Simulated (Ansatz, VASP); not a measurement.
**One calculation of Mo, two programs**

```
Mo
1.0
     2.61373    0.00000    0.00000
     0.00000    2.61373    0.00000
     0.00000    0.00000    2.61373
Mo
1
Direct
  0.00000 0.00000 0.00000
```

Alike in both runs: functional revPBE; k mesh 12 × 12 × 12; occupations fermi-dirac, width 0.1 eV; no spin polarisation.

Ansatz relaxed the structure, and its values are those at the end. VASP's run is a single point on that final structure, the one shown.

|  | VASP | Ansatz |
| --- | --- | --- |
| version | VASP 6.6.1 | Ansatz 0.2.0 |
| potentials or method | VASP PAW PBE potentials, release 64 (Mo_sv), cutoff 520 eV | plane waves (420 eV) with PAW, scalar-relativistic |
| valence electrons in the cell | 14 | 14 |

```csv
,VASP,Ansatz,Ansatz less VASP
pressure (GPa),0.4,0.0,-0.42
```

VASP's potentials were made for PBE, not for revPBE. The functional is the same, so the differences come from potentials, cutoffs and numerics.
